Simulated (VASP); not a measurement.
The system is Ba3Lu.

```
Ba Lu
1.0
     5.64141    0.00000    0.00000
     0.00000    5.64141    0.00000
     0.00000    0.00000    5.64141
Ba Lu
3 1
Cartesian
  0.0000 2.8207 2.8207
  2.8207 0.0000 2.8207
  2.8207 2.8207 0.0000
  0.0000 0.0000 0.0000
```

The cell was built from a structure type or drawn by symmetry, and may not be a known phase.

```yaml
Program: VASP 6.6.1
Task: relaxation of cell and atoms
Functional: PBE
Potentials_or_basis: VASP PAW PBE potentials, release 64 (Ba_sv, Lu)
Cutoff: 600 eV
k_mesh: 8 × 8 × 8
Occupations: gaussian, width 0.1 eV
Spin: no spin polarisation
```

At the start: pressure 1.9 GPa; volume 44.89 Å³/atom.

Q: Where does the relaxation end?

A: Over 4 steps the energy falls by 32.9 meV/atom and the volume is 51.09 Å³/atom (+13.8 %); space group Pm-3m (No. 221, to 0.1 Å) before and after.

The path:
```
step  energy change (eV)  largest force (eV/Å)  pressure (GPa)  volume (Å³)
   1              0.0000                0.0000            1.87       179.54
   2             -0.1090                0.0000            0.69       193.49
   3             -0.1307                0.0000           -0.11       206.30
   4             -0.1315                0.0000            0.00       204.34
```

Final structure:
```cif
data_structure
_symmetry_space_group_name_H-M 'P 1'
_symmetry_Int_Tables_number 1
_cell_length_a 5.8901
_cell_length_b 5.8901
_cell_length_c 5.8901
_cell_angle_alpha 90.000
_cell_angle_beta 90.000
_cell_angle_gamma 90.000
_cell_volume 204.34
loop_
_atom_site_label
_atom_site_type_symbol
_atom_site_fract_x
_atom_site_fract_y
_atom_site_fract_z
_atom_site_occupancy
Ba1 Ba 0.00000 0.50000 0.50000 1
Ba2 Ba 0.50000 0.00000 0.50000 1
Ba3 Ba 0.50000 0.50000 0.00000 1
Lu1 Lu 0.00000 0.00000 0.00000 1
```
